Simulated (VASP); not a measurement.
# HC18S in VASP: single point with PBEsol

Aim: the single point of HC18S with PBEsol.

Everything below comes from runs of VASP 6.6.1. Logs are shortened: lines on timing, memory, paths and dates and some standing lists are left out, and cuts for length are marked.

**1. The cell of the first run**

The cell holds a slab with vacuum, 20 atoms: a = 7.398 Å, b = 7.398 Å, c = 13.000 Å, α = 90.00°, β = 90.00°, γ = 120.00°.

**2. Single point, PBEsol, collinear spin**

INCAR reads:

```
SYSTEM = HC18S
PREC = Accurate
ENCUT = 520
EDIFF = 1E-6
ISMEAR = 0
SIGMA = 0.02
LREAL = Auto
LASPH = .TRUE.
NELM = 150
ALGO = Normal
ISIF = 2
LWAVE = .FALSE.
LCHARG = .TRUE.
ISPIN = 2
MAGMOM = 0 0 0 0 0 0 0 0 0 0 0 0 0 0 0 0 0 0 1 0
LORBIT = 11
GGA = PS
LELF = .TRUE.
LVHAR = .TRUE.
NBANDS = 60
```

KPOINTS reads:

```
regular mesh
0
G
  2 2 1
  0 0 0
```

POSCAR reads:

```
HC18S
1.0
    7.3980000000      0.0000000000      0.0000000000
   -3.6990000000      6.4068560000      0.0000000000
    0.0000000000      0.0000000000     13.0000000000
C S H
18 1 1
Direct
   -0.0054407834     -0.0003816233      0.0923873440
    0.2181811331      0.1171821312      0.0757702504
   -0.0041752341      0.3387224905      0.0677945350
    0.2139322787      0.4449608780      0.0619817771
   -0.0059499174      0.6678598082      0.0657544065
    0.2136313694      0.7743277599      0.0709113598
    0.3282358103      0.0011428020      0.0979175438
    0.5535647444      0.1131098685      0.0727552995
    0.3254911304      0.3313860685      0.0651069668
    0.5503641063      0.4442799103      0.0661030880
    0.3249485540      0.6671785188      0.0646794743
    0.5485102180      0.7783700154      0.0696251253
    0.6562274464     -0.0003048962      0.0730322476
    0.8809630720      0.1155629728      0.0899652148
    0.6615003700      0.3346443886      0.0679475123
    0.8836646631      0.4459488297      0.0635926757
    0.6605438630      0.6669823093      0.0682540276
    0.8801896791      0.7746127889      0.0727629754
    0.9358314260      0.0602224664      0.2277343423
    1.3279342006     -0.0017334776      0.1851546538
```

Potentials or basis: VASP PAW PBE potentials, release 64 (C, S, H).

Command:

```sh
cat potpaw_PBE.64/C/POTCAR potpaw_PBE.64/S/POTCAR potpaw_PBE.64/H/POTCAR > POTCAR
mpirun -np 1 vasp_std > vasp.out
```

OUTCAR:

```text
SYSTEM = HC18S
   PREC = Accurate
   ENCUT = 520
   EDIFF = 1E-6
   ISMEAR = 0
   LREAL = Auto
   LASPH = .TRUE.
   NELM = 150
   ISIF = 2
   ISPIN = 2
   LORBIT = 11
   GGA = PS

 ion  position               nearest neighbor table
   1  0.995  1.000  0.092-   2 1.45  18 1.46  14 1.47  19 1.92
   2  0.218  0.117  0.076-   9 1.38   1 1.45   7 1.48
   3  0.996  0.339  0.068-   4 1.40  16 1.41  14 1.46
   4  0.214  0.445  0.062-   3 1.40  11 1.42   9 1.44
   5  0.994  0.668  0.066-   6 1.41  18 1.42  16 1.42
   6  0.214  0.774  0.071-  11 1.40   5 1.41   7 1.50
   7  0.328  0.001  0.098-  20 1.13   2 1.48   8 1.48   6 1.50
   8  0.554  0.113  0.073-  13 1.38  15 1.42   7 1.48
   9  0.325  0.331  0.065-   2 1.38  10 1.44   4 1.44
  10  0.550  0.444  0.066-  15 1.41  17 1.43   9 1.44
  11  0.325  0.667  0.065-   6 1.40   4 1.42  12 1.43
  12  0.549  0.778  0.070-  13 1.42  17 1.43  11 1.43
  13  0.656  1.000  0.073-   8 1.38  12 1.42  14 1.46
  14  0.881  0.116  0.090-  13 1.46   3 1.46   1 1.47  19 1.93
  15  0.662  0.335  0.068-  10 1.41   8 1.42  16 1.42
  16  0.884  0.446  0.064-   3 1.41   5 1.42  15 1.42
  17  0.661  0.667  0.068-  18 1.41  10 1.43  12 1.43
  18  0.880  0.775  0.073-  17 1.41   5 1.42   1 1.46
  19  0.936  0.060  0.228-   1 1.92  14 1.93
  20  0.328  0.998  0.185-   7 1.13

  LATTYP: Found a hexagonal cell.
 ALAT       =     7.3980000000
 C/A-ratio  =     1.7572316842

  Lattice vectors:

 A1 = (   7.3980000000,   0.0000000000,   0.0000000000)
 A2 = (  -3.6990000000,   6.4068560000,   0.0000000000)
 A3 = (   0.0000000000,   0.0000000000,  13.0000000000)

Analysis of symmetry for initial positions (statically):
=====================================================================
 Subroutine PRICEL returns:
 Original cell was already a primitive cell.

 Routine SETGRP: Setting up the symmetry group for a
 hexagonal supercell.

 Subroutine GETGRP returns: Found  1 space group operations
 (whereof  1 operations were pure point group operations)
 out of a pool of 24 trial point group operations.

The static configuration has the point symmetry C_1 .

Analysis of symmetry for dynamics (positions and initial velocities):
=====================================================================
 Subroutine PRICEL returns:
 Original cell was already a primitive cell.

 Routine SETGRP: Setting up the symmetry group for a
 hexagonal supercell.

 Subroutine GETGRP returns: Found  1 space group operations
 (whereof  1 operations were pure point group operations)
 out of a pool of 24 trial point group operations.

The dynamic configuration has the point symmetry C_1 .

Analysis of structural, dynamic, and magnetic symmetry:
=====================================================================
 Subroutine PRICEL returns:
 Original cell was already a primitive cell.

 Routine SETGRP: Setting up the symmetry group for a
 hexagonal supercell.

 Subroutine GETGRP returns: Found  1 space group operations
 (whereof  1 operations were pure point group operations)
 out of a pool of 24 trial point group operations.

The overall configuration has the point symmetry C_1 .

 Subroutine INISYM returns: Found  1 space group operations
 (whereof  1 operations are pure point group operations),
 and found     1 'primitive' translations

----------------------------------------------------------------------------------------

                                     Primitive cell

  volume of cell :     616.1730

  direct lattice vectors                    reciprocal lattice vectors
     7.398000000  0.000000000  0.000000000     0.135171668  0.078041398  0.000000000
    -3.699000000  6.406856000  0.000000000     0.000000000  0.156082796  0.000000000
     0.000000000  0.000000000 13.000000000     0.000000000  0.000000000  0.076923077

  length of vectors
     7.398000000  7.398000054 13.000000000     0.156082797  0.156082796  0.076923077

  position of ions in fractional coordinates (direct lattice)
     0.994559217  0.999618377  0.092387344
     0.218181133  0.117182131  0.075770250
     0.995824766  0.338722490  0.067794535
     0.213932279  0.444960878  0.061981777
     0.994050083  0.667859808  0.065754406
     0.213631369  0.774327760  0.070911360
[... 12 lines left out ...]
     0.935831426  0.060222466  0.227734342
     0.327934201  0.998266522  0.185154654

  ion indices of the primitive-cell ions
   primitive index   ion index
                 1           1
                 2           2
                 3           3
                 4           4
                 5           5
                 6           6
[... 12 lines left out ...]
                19          19
                20          20

----------------------------------------------------------------------------------------

 KPOINTS: regular mesh

Automatic generation of k-mesh.
 Grid dimensions read from file:
 generate k-points for:    2    2    1

 Generating k-lattice:

  Cartesian coordinates                     Fractional coordinates (reciprocal lattice)
     0.067585834  0.039020699  0.000000000     0.500000000 -0.000000000  0.000000000
     0.000000000  0.078041398  0.000000000     0.000000000  0.500000000  0.000000000
     0.000000000  0.000000000  0.076923077     0.000000000  0.000000000  1.000000000

  Length of vectors
     0.078041399  0.078041398  0.076923077

  Shift w.r.t. Gamma in fractional coordinates (k-lattice)
     0.000000000  0.000000000  0.000000000

 Subroutine IBZKPT returns following result:
 ===========================================

 Found      4 irreducible k-points:

 Following reciprocal coordinates:
            Coordinates               Weight
  0.000000  0.000000  0.000000      1.000000
  0.500000  0.000000  0.000000      1.000000
  0.000000  0.500000  0.000000      1.000000
  0.500000  0.500000  0.000000      1.000000
   k-points           NKPTS =      4   k-points in BZ     NKDIM =      4   number of bands    NBANDS=     60
   number of dos      NEDOS =    301   number of ions     NIONS =     20
   total plane-waves  NPLWV = 307328
   dimension x,y,z NGX =    56 NGY =   56 NGZ =   98
   dimension x,y,z NGXF=   112 NGYF=  112 NGZF=  196
   ions per type =              18   1   1
   NGX,Y,Z   is equivalent  to a cutoff of  12.58, 12.58, 12.53 a.u.
   NGXF,Y,Z  is equivalent  to a cutoff of  25.17, 25.17, 25.06 a.u.
 SYSTEM =  HC18S
   PREC   = accura    normal or accurate (medium, high low for compatibility)
   ISTART =      0    job   : 0-new  1-cont  2-samecut
   ICHARG =      2    charge: 1-file 2-atom 10-const
   ISPIN  =      2    spin polarized calculation?
   LNONCOLLINEAR =      F non collinear calculations
   LSORBIT =      F    spin-orbit coupling
   LASPH  =      T    aspherical Exc in radial PAW
   ENCUT  =  520.0 eV  38.22 Ry    6.18 a.u.  13.76 13.76 24.17*2*pi/ulx,y,z
   NELM   =    150;   NELMIN=  2; NELMDL= -5     # of ELM steps
   EDIFF  = 0.1E-05   stopping-criterion for ELM
   LREAL  =      T    real-space projection
   EDIFFG = 0.1E-04   stopping-criterion for IOM
   NSW    =      0    number of steps for IOM
   IBRION =     -1    ionic relax: 0-MD 1-quasi-New 2-CG
   NFREE  =      0    steps in history (QN), initial steepest desc. (CG)
   ISIF   =      2    stress and relaxation
   ISYM   =      2    0-nonsym 1-usesym 2-fastsym
   POTIM  = 0.5000    time-step for ionic-motion
   TEBEG  =    0.0;   TEEND  =   0.0 temperature during run
   PSTRESS=    0.0 pullay stress
   NELECT =      79.0000    total number of electrons
   NUPDOWN=      -1.0000    fix difference up-down
   EMIN   =  10.00;   EMAX   =-10.00  energy-range for DOS
   EFERMI =   0.00;   METHOD = LEGACY
   ISMEAR =     0;   SIGMA  =   0.02  broadening in eV -4-tet -1-fermi 0-gaus
   EFERMI_NEDOS =   21; number of points for ismear=-14 and -15
   IALGO  =     38    algorithm
   IMIX   =      4    mixing-type and parameters
     AMIX     =   0.40;   BMIX     =  1.00
     AMIX_MAG =   1.60;   BMIX_MAG =  1.00
  volume/ion in A,a.u.               =      30.81       207.91
  Fermi-wavevector in a.u.,A,eV,Ry     =   0.825499  1.559966  9.271661  0.681448
  Thomas-Fermi vector in A             =   1.937368
   LORBIT       =     11    0 simple, 1 ext, 2 COOP (PROOUT), +10 PAW based schemes
   GGA     = PS    functional components
   LHFCALC =     F    Hartree Fock is set to
   AEXX    =    0.0000 exact exchange contribution
   IVDW    =     0    specifies the selected vdW correction
   LEPSILON=     F    determine dielectric tensor
   LRPA    =     F    only Hartree local field effects (RPA)
 spin polarized calculation
 Gauss-broadening in eV      SIGMA  =   0.02
  energy-cutoff  :      520.00
  volume of cell :      616.17
 maximum number of plane-waves:     16651
 NGX is ok and might be reduce to    56
   NGX = 27   NGY = 27   NGZ = 49

 number of electron      79.0000000 magnetization       1.0000091

 Free energy of the ion-electron system (eV)
  ---------------------------------------------------
  ext. energy  EPLUGINS =         0.00000000
  ---------------------------------------------------
  free energy    TOTEN  =      -177.48852663 eV

  energy without entropy =     -177.48852663  energy(sigma->0) =     -177.48852663

 E-fermi :  -1.6889     XC(G=0):  -3.7731

 val. band max:       -1.7871433045   @ k =   0.0000   0.5000   0.0000
 cond. band min:      -1.5794487614   @ k =   0.0000   0.0000   0.0000
 fundamental gap:      0.2076945431
 Fermi energy:        -1.6889226992

 spin component 1

 k-point     1 :       0.0000    0.0000    0.0000
  band No.  band energies     occupation
      1     -21.6138      1.00000
      2     -19.7147      1.00000
      3     -18.9174      1.00000
      4     -18.8601      1.00000
      5     -18.8045      1.00000
      6     -18.7335      1.00000
[... 43 lines left out ...]
     50       3.0787      0.00000
     51       3.7087      0.00000
[... 160 lines left out ...]
     50       3.6509      0.00000
     51       3.9702      0.00000
 Fermi energy:        -1.6889226992

 spin component 2

 k-point     1 :       0.0000    0.0000    0.0000
  band No.  band energies     occupation
      1     -21.5564      1.00000
      2     -19.6784      1.00000
      3     -18.8445      1.00000
      4     -18.7840      1.00000
      5     -18.7371      1.00000
      6     -18.6676      1.00000
[... 43 lines left out ...]
     50       3.1672      0.00000
     51       3.7830      0.00000
[... 160 lines left out ...]
     50       3.6845      0.00000
     51       4.0666      0.00000
 [bands above 51 left out]

------------------------ aborting loop because EDIFF is reached ----------------------------------------

  FORCE on cell =-STRESS in cart. coord.  units (eV):
  Direction    XX          YY          ZZ          XY          YZ          ZX
  --------------------------------------------------------------------------------------
  -------------------------------------------------------------------------------------
  Total        3.0272745      1.9651193     -0.1765685      1.1997505     -0.0013721     -0.0119895
  in kB        7.8715408      5.1097172     -0.4591146      3.1195998     -0.0035679     -0.0311752
  external PRESSURE =       4.1740478 kB  Pullay stress =       0.0000000 kB

 VOLUME and BASIS-vectors are now :
 -----------------------------------------------------------------------------
  energy-cutoff  :      520.00
  volume of cell :      616.17
      direct lattice vectors                 reciprocal lattice vectors
     7.398000000  0.000000000  0.000000000     0.135171668  0.078041398  0.000000000
    -3.699000000  6.406856000  0.000000000     0.000000000  0.156082796  0.000000000
     0.000000000  0.000000000 13.000000000     0.000000000  0.000000000  0.076923077

 POSITION                                       TOTAL-FORCE (eV/Angst)
 -----------------------------------------------------------------------------------
      3.66016      6.40441      1.20104        -0.003675     -0.003994      0.058101
      1.18065      0.75077      0.98501        -0.007671     -0.012966     -0.017380
      6.11418      2.17015      0.88133         0.005700      0.000752     -0.011389
     -0.06324      2.85080      0.80576         0.001025     -0.006177     -0.004130
      4.88357      4.27888      0.85481        -0.002029      0.013477      0.001851
     -1.28379      4.96101      0.92185         0.002582      0.005951     -0.010788
[... 12 lines left out ...]
      6.70052      0.38584      2.96055         0.001907     -0.002598     -0.066108
     -1.26653      6.39575      2.40701        -0.009117      0.001486      0.048172
 -----------------------------------------------------------------------------------
    total drift:                               -0.003145     -0.011814     -0.015420

  FREE ENERGIE OF THE ION-ELECTRON SYSTEM (eV)
  ---------------------------------------------------
  free  energy   TOTEN  =      -177.4885266328 eV

  energy  without entropy=     -177.4885266328  energy(sigma->0) =     -177.48852663

 total charge

# of ion       s       p       d       tot
------------------------------------------
    1        0.841   1.743   0.000   2.585
    2        0.860   1.769   0.000   2.629
    3        0.861   1.790   0.000   2.651
    4        0.858   1.785   0.000   2.643
    5        0.860   1.797   0.000   2.657
    6        0.858   1.769   0.000   2.626
[... 12 lines left out ...]
   19        1.366   2.281   0.000   3.647
   20        0.594   0.040   0.000   0.633
--------------------------------------------------
tot         17.353  34.364   0.000  51.717

 magnetization (x)

# of ion       s       p       d       tot
------------------------------------------
    1       -0.002  -0.010   0.000  -0.012
    2        0.006   0.106   0.000   0.112
    3       -0.002  -0.021   0.000  -0.023
    4        0.002   0.038   0.000   0.040
    5       -0.003  -0.022   0.000  -0.024
    6        0.005   0.078   0.000   0.083
[... 12 lines left out ...]
   19        0.001   0.019   0.000   0.019
   20        0.045  -0.000   0.000   0.045
--------------------------------------------------
tot          0.059   0.468   0.000   0.527
```

Wall time 6.9 min (1 thread of AMD EPYC 9R45 (Zen 5), shared host); peak memory 0.92 GiB.

Results:

* Free energy: -177.4885 eV
* Largest force: 0.066 eV/Å
* Band gap on the k mesh: 0.21 eV (least direct gap 0.39 eV)
* Net moment: 1.00 μB per cell
* Site moments: C -0.01, +0.11, -0.02, +0.04, +0.08, +0.10, -0.03, +0.06, +0.01, +0.05 (each value once); S +0.02; H +0.04 μB
* Valence electrons inside the program's atomic spheres: C 2.58, 2.63, 2.65, 2.64, 2.66 (each value once); S 3.65; H 0.63

Forces in eV/Å, atoms in the order of the input:
```
C   -0.004 -0.004  0.058
C   -0.008 -0.013 -0.017
C    0.006  0.001 -0.011
C    0.001 -0.006 -0.004
C   -0.002  0.013  0.002
C    0.003  0.006 -0.011
C    0.014 -0.012 -0.018
C   -0.015 -0.003 -0.003
C   -0.011  0.011 -0.007
C    0.000  0.014  0.003
C    0.000  0.012 -0.008
C   -0.006  0.008 -0.003
C   -0.001 -0.006  0.000
C    0.010 -0.010  0.046
C    0.009 -0.005 -0.006
C    0.002 -0.013  0.007
C   -0.007 -0.005 -0.003
C    0.016  0.011 -0.005
S    0.002 -0.003 -0.066
H   -0.009  0.001  0.048
```

Levels at points of the mesh, in eV from the valence-band top:
Spin up:
```tsv
k point	band 36	band 37	band 38	band 39	band 40	band 41	band 42	band 43	band 44	band 45
(0.00, 0.00, 0.00)	-2.51	-1.66	-1.39	-1.15	-0.21	0.74	1.80	2.84	3.60	3.87
(0.50, 0.00, 0.00)	-2.74	-2.54	-1.56	-1.25	-0.06	1.15	1.98	2.41	2.49	3.27
(0.00, 0.50, 0.00)	-2.85	-2.60	-1.47	-1.22	0.00	1.05	2.02	2.33	2.48	3.81
(0.50, 0.50, 0.00)	-2.78	-2.59	-1.36	-0.82	-0.11	0.38	2.09	2.43	2.61	3.81
```
Spin down:
| k point | band 37 | band 38 | band 39 | band 40 | band 41 | band 42 |
| --- | --- | --- | --- | --- | --- | --- |
| (0.00, 0.00, 0.00) | -1.52 | -1.33 | -1.02 | 0.21 | 0.84 | 1.95 |
| (0.50, 0.00, 0.00) | -2.46 | -1.47 | -1.15 | 0.38 | 1.30 | 2.06 |
| (0.00, 0.50, 0.00) | -2.48 | -1.37 | -1.12 | 0.39 | 1.19 | 2.09 |
| (0.50, 0.50, 0.00) | -2.50 | -1.31 | -0.71 | 0.33 | 0.53 | 2.19 |

Caveat: the k points lie up to 0.49 Å⁻¹ apart; there is no dipole correction, which matters where the two faces differ; the PAW data sets were made with another functional, which shifts forces and pressure a little.
